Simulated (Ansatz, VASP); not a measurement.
# Sc3Te2: VASP beside Ansatz

```xyz
5
Lattice="6.8395 0.0000 0.0000 -3.4197 5.9232 0.0000 0.0000 0.0000 4.3063" Properties=species:S:1:pos:R:3 pbc="T T T"
Sc    3.4197    0.0000    0.0000
Sc   -1.7099    2.9616    0.0000
Sc    1.7099    2.9616    0.0000
Te    0.0000    3.9488    2.1532
Te    3.4197    1.9744    2.1532
```

Alike in both runs: functional PBE; k mesh 6 × 6 × 4; occupations gaussian, width 0.1 eV; no spin polarisation.

Ansatz relaxed the structure, and its values are those at the end. VASP's run is a single point on that final structure, the one shown.

|  | VASP | Ansatz |
| --- | --- | --- |
| version | VASP 6.6.1 | Ansatz 0.2.0 |
| potentials or method | VASP PAW PBE potentials, release 64 (Sc_sv, Te), cutoff 520 eV | scalar-relativistic, plane waves, PAW |
| valence electrons in the cell | 45 | 65 |

|  | VASP | Ansatz | Ansatz less VASP |
| --- | --- | --- | --- |
| gap on the k mesh at the Fermi level (eV) | none | none | - |
| pressure (GPa) | 0.1 | 0.0 | -0.07 |

A gap of «none» marks a metal or a gap that the smearing closes. With one functional, cell and mesh, what is left measures potentials, basis and numerics. VASP's potentials hold 45 valence electrons a cell and Ansatz's 65, so a difference there can come from the potentials and not from the codes.

The k mesh is coarse, so the values compare programs but aren't converged. Neither program's run includes spin-orbit coupling.
